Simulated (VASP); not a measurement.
Set up this calculation in VASP 6.6.1, as the native input.

* Task: single point
* Functional: PBE
* Dispersion: D3(BJ)
* Potentials or basis: VASP PAW PBE potentials, release 64 (Se, W_sv)
* Cutoff: 520 eV
* k mesh: 9 × 9 × 1
* Occupations: gaussian, width 0.05 eV
* Spin: no spin polarisation
* Dipole correction: yes
* Further INCAR settings: ALGO = Normal; EDIFF = 1e-06; NBANDS = 35

The structure of WSe2 lies in POSCAR:

```
WSe2
1.0
    3.2854926884      0.0000000000      0.0000000000
   -1.6427463442      2.8453201321      0.0000000000
    0.0000000000      0.0000000000     24.2386466672
Se W
4 2
Direct
    0.3333333333      0.6666666667      0.1856539295
    0.3333333333      0.6666666667      0.3246601777
    0.5000000000      1.3333333333      0.4694702427
    0.5000000000      1.3333333333      0.6084764909
    0.6666666667      0.3333333333      0.2551570536
    0.8333333333      1.0000000000      0.5389733668
```

This cell differs from its parent crystal: layers slid over each other.

The input as run:

INCAR

```
ALGO = Normal ; DIPOL = 0.5 0.5 0.397
EDIFF = 1E-6 ; ENCUT = 520
GGA = PE ; IDIPOL = 3
ISIF = 2 ; ISMEAR = 0
IVDW = 12 ; LASPH = True
LCHARG = False ; LDIPOL = True
LREAL = False ; LWAVE = False
NBANDS = 35 ; NELM = 100
PREC = Accurate ; SIGMA = 0.05
```

KPOINTS

```
k-points
0
Gamma
  9 9 1
```

Potentials or basis: VASP PAW PBE potentials, release 64 (Se, W_sv).

Run with:

```console
$ cat potpaw_PBE.64/Se/POTCAR potpaw_PBE.64/W_sv/POTCAR > POTCAR
$ mpirun -np 1 vasp_std > vasp.out
```

It gave:

| Item | Value |
| --- | --- |
| Largest force | 0.116 eV/Å |
| Band gap on the k mesh | 1.55 eV (least direct gap 1.65 eV) |
| Dispersion energy per atom | -0.387 eV |

Caveat: the cell differs from its parent crystal (layers slid over each other); spin-orbit coupling is left out, which moves the levels of the heavy elements.

Wall time 7.3 min on 1 thread of Intel(R) Xeon(R) Platinum 8488C (Sapphire Rapids), with other jobs on the host, peak memory 0.47 GiB.
